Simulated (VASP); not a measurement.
# Co (P6/mmm) in VASP: a series of runs

The runs below take Co through single point, with PBE.

Everything below comes from runs of VASP 6.6.1. Logs are shortened: lines on timing, memory, paths and dates and some standing lists are left out, and cuts for length are marked.

**1. The cell of the first run**

The structure is hexagonal, space group P6/mmm (No. 191). Conventional cell: a = 3.749 Å, b = 3.749 Å, c = 2.288 Å, α = 90.00°, β = 90.00°, γ = 120.00°. Co (site symmetry 6/mmm) has 14 Co at 2.29 to 2.45 Å within 3.0 Å. Co (site symmetry -6m2) has 11 Co at 2.16 to 2.45 Å within 2.9 Å.

**2. Single point, PBE, collinear spin, ferromagnetic start (volume scaled by 0.84)**

INCAR reads:

```
  PREC = Accurate
  ENCUT = 520
  EDIFF = 1E-7
  ISMEAR = -1
  SIGMA = 0.05
  LREAL = False
  LASPH = True
  NELM = 150
  ALGO = Normal
  ISIF = 2
  LWAVE = False
  LCHARG = False
  ISPIN = 2
  MAGMOM = 1.7 1.7 1.7
  LORBIT = 11
  LMAXMIX = 4
  GGA = PE
  NBANDS = 24
```

KPOINTS reads:

```
Automatic mesh
0
Gamma
  10 10 14
```

POSCAR reads:

```
Co
1.0
    3.7488755480      0.0000000000      0.0000000000
   -1.8744377740      3.2466214602      0.0000000000
    0.0000000000      0.0000000000      2.2884585505
Co
3
Direct
    0.0000000000      0.0000000000      0.0000000000
    0.3333333333      0.6666666667      0.5000000000
    0.6666666667      0.3333333333      0.5000000000
```

Potentials or basis: VASP PAW PBE potentials, release 64 (Co).

Command:

```bash
cat potpaw_PBE.64/Co/POTCAR > POTCAR
mpirun -np 1 vasp_std > vasp.out
```

OUTCAR:

```text
PREC = Accurate
   ENCUT = 520
   EDIFF = 1E-7
   ISMEAR = -1
   LREAL = False
   LASPH = True
   NELM = 150
   ISIF = 2
   ISPIN = 2
   LORBIT = 11
   GGA = PE

 ion  position               nearest neighbor table
   1  0.000  0.000  0.000-   2 2.45   3 2.45   2 2.45   3 2.45   3 2.45   3 2.45   2 2.45   2 2.45
                             3 2.45   3 2.45   2 2.45   2 2.45
   2  0.333  0.667  0.500-   3 2.16   3 2.16   3 2.16   1 2.45   1 2.45   1 2.45   1 2.45   1 2.45
                             1 2.45
   3  0.667  0.333  0.500-   2 2.16   2 2.16   2 2.16   1 2.45   1 2.45   1 2.45   1 2.45   1 2.45
                             1 2.45

  LATTYP: Found a hexagonal cell.
 ALAT       =     3.7488755480
 C/A-ratio  =     0.6104386559

  Lattice vectors:

 A1 = (   3.7488755480,   0.0000000000,   0.0000000000)
 A2 = (  -1.8744377740,   3.2466214602,   0.0000000000)
 A3 = (   0.0000000000,   0.0000000000,   2.2884585505)

Analysis of symmetry for initial positions (statically):
=====================================================================
 Subroutine PRICEL returns:
 Original cell was already a primitive cell.

 Routine SETGRP: Setting up the symmetry group for a
 hexagonal supercell.

 Subroutine GETGRP returns: Found 24 space group operations
 (whereof 24 operations were pure point group operations)
 out of a pool of 24 trial point group operations.

The static configuration has the point symmetry D_6h.

Analysis of symmetry for dynamics (positions and initial velocities):
=====================================================================
 Subroutine PRICEL returns:
 Original cell was already a primitive cell.

 Routine SETGRP: Setting up the symmetry group for a
 hexagonal supercell.

 Subroutine GETGRP returns: Found 24 space group operations
 (whereof 24 operations were pure point group operations)
 out of a pool of 24 trial point group operations.

The dynamic configuration has the point symmetry D_6h.

Analysis of structural, dynamic, and magnetic symmetry:
=====================================================================
 Subroutine PRICEL returns:
 Original cell was already a primitive cell.

 Routine SETGRP: Setting up the symmetry group for a
 hexagonal supercell.

 Subroutine GETGRP returns: Found 24 space group operations
 (whereof 24 operations were pure point group operations)
 out of a pool of 24 trial point group operations.

The overall configuration has the point symmetry D_6h.

 Subroutine INISYM returns: Found 24 space group operations
 (whereof 24 operations are pure point group operations),
 and found     1 'primitive' translations

----------------------------------------------------------------------------------------

                                     Primitive cell

  volume of cell :      27.8532

  direct lattice vectors                    reciprocal lattice vectors
     3.748875548  0.000000000  0.000000000     0.266746652  0.154006251  0.000000000
    -1.874437774  3.246621460  0.000000000     0.000000000  0.308012502  0.000000000
     0.000000000  0.000000000  2.288458551     0.000000000  0.000000000  0.436975360

  length of vectors
     3.748875548  3.748875548  2.288458551     0.308012502  0.308012502  0.436975360

  position of ions in fractional coordinates (direct lattice)
     0.000000000  0.000000000  0.000000000
     0.333333333  0.666666667  0.500000000
     0.666666667  0.333333333  0.500000000

  ion indices of the primitive-cell ions
   primitive index   ion index
                 1           1
                 2           2
                 3           3

----------------------------------------------------------------------------------------

 KPOINTS: Automatic mesh

Automatic generation of k-mesh.
 Grid dimensions read from file:
 generate k-points for:   10   10   14

 Generating k-lattice:

  Cartesian coordinates                     Fractional coordinates (reciprocal lattice)
     0.026674665  0.015400625  0.000000000     0.100000000  0.000000000  0.000000000
     0.000000000  0.030801250  0.000000000     0.000000000  0.100000000  0.000000000
     0.000000000  0.000000000  0.031212526     0.000000000  0.000000000  0.071428571

  Length of vectors
     0.030801250  0.030801250  0.031212526

  Shift w.r.t. Gamma in fractional coordinates (k-lattice)
     0.000000000  0.000000000  0.000000000

 Subroutine IBZKPT returns following result:
 ===========================================

 Found    112 irreducible k-points:

 Following reciprocal coordinates:
            Coordinates               Weight
  0.000000  0.000000  0.000000      1.000000
  0.100000  0.000000  0.000000      6.000000
  0.200000  0.000000  0.000000      6.000000
  0.300000  0.000000  0.000000      6.000000
  0.400000 -0.000000  0.000000      6.000000
  0.500000  0.000000  0.000000      3.000000
[... 16 lines left out ...]
  0.300000  0.100000  0.071429     24.000000
  0.400000  0.100000  0.071429     24.000000
 [... further k-points ...]
   k-points           NKPTS =    112   k-points in BZ     NKDIM =    112   number of bands    NBANDS=     24
   number of dos      NEDOS =    301   number of ions     NIONS =      3
   total plane-waves  NPLWV =  14112
   dimension x,y,z NGX =    28 NGY =   28 NGZ =   18
   dimension x,y,z NGXF=    56 NGYF=   56 NGZF=   36
   ions per type =               3
   NGX,Y,Z   is equivalent  to a cutoff of  12.42, 12.42, 13.08 a.u.
   NGXF,Y,Z  is equivalent  to a cutoff of  24.83, 24.83, 26.15 a.u.
 SYSTEM =  unknown system
   PREC   = accura    normal or accurate (medium, high low for compatibility)
   ISTART =      0    job   : 0-new  1-cont  2-samecut
   ICHARG =      2    charge: 1-file 2-atom 10-const
   ISPIN  =      2    spin polarized calculation?
   LNONCOLLINEAR =      F non collinear calculations
   LSORBIT =      F    spin-orbit coupling
   LASPH  =      T    aspherical Exc in radial PAW
   ENCUT  =  520.0 eV  38.22 Ry    6.18 a.u.   6.97  6.97  4.26*2*pi/ulx,y,z
   NELM   =    150;   NELMIN=  2; NELMDL= -5     # of ELM steps
   EDIFF  = 0.1E-06   stopping-criterion for ELM
   LREAL  =      F    real-space projection
   EDIFFG = 0.1E-05   stopping-criterion for IOM
   NSW    =      0    number of steps for IOM
   IBRION =     -1    ionic relax: 0-MD 1-quasi-New 2-CG
   NFREE  =      0    steps in history (QN), initial steepest desc. (CG)
   ISIF   =      2    stress and relaxation
   ISYM   =      2    0-nonsym 1-usesym 2-fastsym
   POTIM  = 0.5000    time-step for ionic-motion
   TEBEG  =    0.0;   TEEND  =   0.0 temperature during run
   PSTRESS=    0.0 pullay stress
   NELECT =      27.0000    total number of electrons
   NUPDOWN=      -1.0000    fix difference up-down
   EMIN   =  10.00;   EMAX   =-10.00  energy-range for DOS
   EFERMI =   0.00;   METHOD = LEGACY
   ISMEAR =    -1;   SIGMA  =   0.05  broadening in eV -4-tet -1-fermi 0-gaus
   EFERMI_NEDOS =   21; number of points for ismear=-14 and -15
   IALGO  =     38    algorithm
   IMIX   =      4    mixing-type and parameters
     AMIX     =   0.40;   BMIX     =  1.00
     AMIX_MAG =   1.60;   BMIX_MAG =  1.00
  volume/ion in A,a.u.               =       9.28        62.65
  Fermi-wavevector in a.u.,A,eV,Ry     =   1.620208  3.061750 35.716311  2.625075
  Thomas-Fermi vector in A             =   2.714184
   LORBIT       =     11    0 simple, 1 ext, 2 COOP (PROOUT), +10 PAW based schemes
   GGA     = PE    functional components
   LHFCALC =     F    Hartree Fock is set to
   AEXX    =    0.0000 exact exchange contribution
   IVDW    =     0    specifies the selected vdW correction
   LEPSILON=     F    determine dielectric tensor
   LRPA    =     F    only Hartree local field effects (RPA)
 spin polarized calculation
  energy-cutoff  :      520.00
  volume of cell :       27.85
 maximum number of plane-waves:       761
 NGX is ok and might be reduce to    28
   NGX = 13   NGY = 13   NGZ =  9

 number of electron      27.0000007 magnetization       4.4333290

 Free energy of the ion-electron system (eV)
  ---------------------------------------------------
  ext. energy  EPLUGINS =         0.00000000
  ---------------------------------------------------
  free energy    TOTEN  =       -20.15757994 eV

  energy without entropy =      -20.13741324  energy(sigma->0) =      -20.14749659

 E-fermi :  12.8115     XC(G=0): -14.3386

 val. band max:       12.8113653625   @ k =   0.4000   0.2000   0.1429
 cond. band min:      12.8124058452   @ k =   0.5000   0.0000   0.2143
 fundamental gap:      0.0010404826
 Fermi energy:        12.8114662357

 spin component 1

 k-point     1 :       0.0000    0.0000    0.0000
  band No.  band energies     occupation
      1       2.8052      1.00000
      2       7.2527      1.00000
      3       8.8269      1.00000
      4       8.8269      1.00000
      5       8.8678      1.00000
      6       8.8678      1.00000
[... 16 lines left out ...]
     23      30.9942      0.00000
     24      38.8490      0.00000

 k-point     2 :       0.1000    0.0000    0.0000
  band No.  band energies     occupation
      1       2.9638      1.00000
      2       7.2842      1.00000
      3       8.3663      1.00000
      4       8.5665      1.00000
      5       8.8952      1.00000
      6       9.2933      1.00000
[... 16 lines left out ...]
     23      31.2412      0.00000
     24      38.8657      0.00000

 k-point     3 :       0.2000    0.0000    0.0000
  band No.  band energies     occupation
      1       3.4285      1.00000
      2       7.2995      1.00000
      3       7.9062      1.00000
      4       8.4409      1.00000
      5       8.5883      1.00000
      6       9.3236      1.00000
[... 16 lines left out ...]
     23      31.9589      0.00000
     24      37.0727      0.00000
[... 514 lines left out ...]
 k-point    23 :       0.3000    0.1000    0.0714
  band No.  band energies     occupation
      1       4.8414      1.00000
      2       6.9677      1.00000
      3       7.4356      1.00000
      4       8.2748      1.00000
      5       8.6928      1.00000
      6       9.1948      1.00000
[... 16 lines left out ...]
     23      32.4478      0.00000
     24      32.9834      0.00000

 k-point    24 :       0.4000    0.1000    0.0714
  band No.  band energies     occupation
      1       5.7709      1.00000
      2       6.6222      1.00000
      3       6.9293      1.00000
      4       8.5713      1.00000
      5       8.6612      1.00000
      6       8.9130      1.00000
[... 16 lines left out ...]
     23      33.3003      0.00000
     24      33.7110      0.00000

 [... further k-points ...]

 spin component 2

 k-point     1 :       0.0000    0.0000    0.0000
  band No.  band energies     occupation
      1       2.8591      1.00000
      2       8.2389      1.00000
      3       9.8486      1.00000
      4       9.8486      1.00000
      5       9.8601      1.00000
      6       9.8601      1.00000
[... 16 lines left out ...]
     23      31.2173      0.00000
     24      39.2167      0.00000

 k-point     2 :       0.1000    0.0000    0.0000
  band No.  band energies     occupation
      1       3.0184      1.00000
      2       8.2596      1.00000
      3       9.3809      1.00000
      4       9.6248      1.00000
      5       9.8307      1.00000
      6      10.2508      1.00000
[... 16 lines left out ...]
     23      31.4763      0.00000
     24      38.8798      0.00000

 k-point     3 :       0.2000    0.0000    0.0000
  band No.  band energies     occupation
      1       3.4864      1.00000
      2       8.2208      1.00000
      3       8.8910      1.00000
      4       9.4499      1.00000
      5       9.5532      1.00000
      6      10.4634      1.00000
[... 16 lines left out ...]
     23      32.2251      0.00000
     24      37.0468      0.00000
[... 514 lines left out ...]
 k-point    23 :       0.3000    0.1000    0.0714
  band No.  band energies     occupation
      1       4.9322      1.00000
      2       7.7391      1.00000
      3       8.0821      1.00000
      4       9.3834      1.00000
      5       9.8233      1.00000
      6      10.3486      1.00000
[... 16 lines left out ...]
     23      32.8002      0.00000
     24      33.2290      0.00000

 k-point    24 :       0.4000    0.1000    0.0714
  band No.  band energies     occupation
      1       5.9331      1.00000
      2       6.9725      1.00000
      3       7.7194      1.00000
      4       9.6943      1.00000
      5       9.8775      1.00000
      6      10.0884      1.00000
[... 16 lines left out ...]
     23      33.5156      0.00000
     24      33.9914      0.00000

 [... further k-points ...]

------------------------ aborting loop because EDIFF is reached ----------------------------------------

  FORCE on cell =-STRESS in cart. coord.  units (eV):
  Direction    XX          YY          ZZ          XY          YZ          ZX
  --------------------------------------------------------------------------------------
  -------------------------------------------------------------------------------------
  Total        8.9481309      8.9481309      9.0052678      0.0000000      0.0000000      0.0000000
  in kB      514.7154207    514.7154207    518.0020560      0.0000000      0.0000000      0.0000000
  external PRESSURE =     515.8109658 kB  Pullay stress =       0.0000000 kB

 VOLUME and BASIS-vectors are now :
 -----------------------------------------------------------------------------
  energy-cutoff  :      520.00
  volume of cell :       27.85
      direct lattice vectors                 reciprocal lattice vectors
     3.748875548  0.000000000  0.000000000     0.266746652  0.154006251  0.000000000
    -1.874437774  3.246621460  0.000000000     0.000000000  0.308012502  0.000000000
     0.000000000  0.000000000  2.288458551     0.000000000  0.000000000  0.436975360

 POSITION                                       TOTAL-FORCE (eV/Angst)
 -----------------------------------------------------------------------------------
      0.00000      0.00000      0.00000        -0.000000      0.000000      0.000000
     -0.00000      2.16441      1.14423         0.000000      0.000000      0.000000
      1.87444      1.08221      1.14423        -0.000000      0.000000      0.000000
 -----------------------------------------------------------------------------------
    total drift:                                0.000000      0.000000     -0.000000

  FREE ENERGIE OF THE ION-ELECTRON SYSTEM (eV)
  ---------------------------------------------------
  free  energy   TOTEN  =       -20.1575799384 eV

  energy  without entropy=      -20.1374132441  energy(sigma->0) =      -20.14749659

 total charge

# of ion       s       p       d       tot
------------------------------------------
    1        0.542   0.655   7.381   8.578
    2        0.577   0.684   7.421   8.683
    3        0.577   0.684   7.421   8.683
--------------------------------------------------
tot          1.696   2.024  22.224  25.944

 magnetization (x)

# of ion       s       p       d       tot
------------------------------------------
    1       -0.009  -0.053   1.527   1.465
    2       -0.010  -0.044   1.521   1.467
    3       -0.010  -0.044   1.521   1.467
--------------------------------------------------
tot         -0.030  -0.141   4.570   4.399
```

It took 2.8 min on 1 thread of Intel Xeon 6975P-C, shared host; peak memory 0.22 GiB.

Results:

```yaml
Free_energy: -20.1576 eV
Pressure: 51.6 GPa
Net_moment: 4.43 μB per cell
Site_moments: Co +1.47 μB
Valence_electrons_inside_the_program's_atomic_spheres: Co 8.58, 8.68
```

**3. Single point, PBE, collinear spin, ferromagnetic start (volume scaled by 0.84)**

INCAR reads:

```
SYSTEM = Co
  PREC = Accurate
  ENCUT = 520
  EDIFF = 1E-6
  ISMEAR = -1
  SIGMA = 0.05
  LREAL = .False.
  LASPH = .True.
  NELM = 150
  ALGO = Normal
  ISIF = 2
  LWAVE = .False.
  LCHARG = .True.
  ISPIN = 2
  MAGMOM = 1.7 1.7 1.7
  LORBIT = 11
  LMAXMIX = 4
  GGA = PE
  LELF = .True.
  LVHAR = .True.
  NBANDS = 24
```

KPOINTS reads:

```
regular mesh
0
Gamma
  10 10 14
  0 0 0
```

POSCAR is that of step 2.

Potentials or basis: VASP PAW PBE potentials, release 64 (Co).

Command:

```bash
cat potpaw_PBE.64/Co/POTCAR > POTCAR
mpirun -np 1 vasp_std > vasp.out
```

It took 2.3 min on 1 thread of Intel Xeon 6975P-C, shared host; peak memory 0.23 GiB.

It converged, with:

```yaml
Free_energy: -20.1576 eV
Pressure: 51.6 GPa
Net_moment: 4.43 μB per cell
Site_moments: Co +1.47 μB
Valence_electrons_inside_the_program's_atomic_spheres: Co 8.58, 8.68
```

Stress tensor (GPa, compression positive):
```
51.47  0.00  0.00
 0.00 51.47  0.00
 0.00  0.00 51.80
```

Levels at points of the mesh, in eV from the Fermi level:
Spin up:
```tsv
k point	band 13	band 14	band 15	band 16	band 17	band 18	band 19	band 20
(0.00, 0.00, 0.00)	-1.94	-1.94	-0.44	-0.44	7.36	7.36	7.37	7.37
(0.50, 0.00, 0.00)	-0.94	-0.88	-0.77	-0.49	-0.27	0.10	8.27	17.41
(0.00, 0.00, 0.50)	-0.55	-0.55	0.27	1.40	2.49	11.17	11.85	11.85
(0.50, 0.00, 0.50)	-0.87	-0.44	0.00	1.92	2.51	6.22	7.38	10.03
```
Spin down:
| k point | band 7 | band 8 | band 9 | band 10 | band 11 | band 12 | band 13 | band 14 | band 15 | band 16 |
| --- | --- | --- | --- | --- | --- | --- | --- | --- | --- | --- |
| (0.00, 0.00, 0.00) | -2.57 | -1.82 | -1.09 | -1.09 | -0.32 | -0.32 | -0.28 | -0.28 | 1.46 | 1.46 |
| (0.50, 0.00, 0.00) | -2.09 | -1.85 | -1.13 | -0.18 | -0.15 | 0.12 | 0.58 | 0.98 | 1.00 | 1.03 |
| (0.00, 0.00, 0.50) | -1.28 | -1.28 | -1.16 | -1.16 | 0.85 | 0.85 | 1.13 | 1.13 | 1.69 | 2.81 |
| (0.50, 0.00, 0.50) | -1.80 | -1.32 | -1.09 | -0.81 | -0.17 | 0.53 | 0.98 | 1.32 | 1.55 | 2.63 |

(Part 1 of 2 ends here.)
